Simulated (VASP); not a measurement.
PbO2, 6 atoms in the cell. Symmetry: P4_2/mnm, No. 136, tetragonal system. The conventional cell has a = 4.995 Å, b = 4.995 Å, c = 3.409 Å, α = 90.00°, β = 90.00°, γ = 90.00°. Pb (site symmetry mmm) has 6 O at 2.17 to 2.18 Å within 2.9 Å. O (site symmetry m2m) has 3 Pb at 2.17 to 2.18 Å and 1 O at 2.72 Å within 2.9 Å. 

- Program: VASP 6.6.1
- Task: relaxation of cell and atoms
- Functional: PBE
- Dispersion: D3(BJ)
- Potentials or basis: VASP PAW PBE potentials, release 64 (Pb_d, O)
- Cutoff: 600 eV
- k mesh: 8 × 8 × 10
- Occupations: gaussian, width 0.01 eV
- Spin: no spin polarisation
- Dipole correction: no
- Further INCAR settings: ALGO = Normal; EDIFF = 1e-07; IBRION = 2; EDIFFG = -0.01; NSW = 100; ISIF = 3

Potentials or basis: VASP PAW PBE potentials, release 64 (Pb_d, O).

Launch:

```console
$ cat potpaw_PBE.64/Pb_d/POTCAR potpaw_PBE.64/O/POTCAR > POTCAR
$ mpirun -np 1 vasp_std > vasp.out
```

Hardware: 1 thread of AMD EPYC 7R13 Processor (Zen 3) (shared host).

Estimate the wall time of this run.

Run time: 29 min on 1 thread of AMD EPYC 7R13 Processor (Zen 3), on a shared host, peak memory 0.35 GiB. Counts: scf iterations 51, k points 90, ion steps 5.
